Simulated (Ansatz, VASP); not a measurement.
Two plane-wave programs on AsHCl

```
As H Cl
1.0
     3.62582    0.00000    0.00000
     0.00000    3.62582    0.00000
     0.00000    0.00000    7.43490
As H Cl
2 2 2
Direct
  0.00000 0.50000 0.11576
  0.50000 0.00000 0.88424
  0.00000 0.00000 0.00000
  0.50000 0.50000 0.00000
  0.00000 0.50000 0.69115
  0.50000 0.00000 0.30885
```

Alike in both runs: functional r2SCAN; k mesh 8 × 8 × 4; occupations gaussian, width 0.2374 eV; no spin polarisation.

Ansatz relaxed the structure, and its values are those at the end. VASP's run is a single point on that final structure, the one shown.

|  | VASP | Ansatz |
| --- | --- | --- |
| version | VASP 6.6.1 | Ansatz 0.2.0 |
| potentials or method | VASP PAW PBE potentials, release 64 (As, H, Cl), cutoff 520 eV | PAW plane waves |
| valence electrons in the cell | 26 | 46 |

```tsv
	VASP	Ansatz	Ansatz less VASP
pressure (GPa)	-0.3	-0.1	+0.19
rms of the force components (eV/Å)	0.004	0.001	-0.0026
```

VASP's potentials were made for PBE, not for r2SCAN. VASP's potentials hold 26 valence electrons a cell and Ansatz's 46, so a difference there can come from the potentials and not from the codes. Ansatz's warnings: stress scf threshold loose.
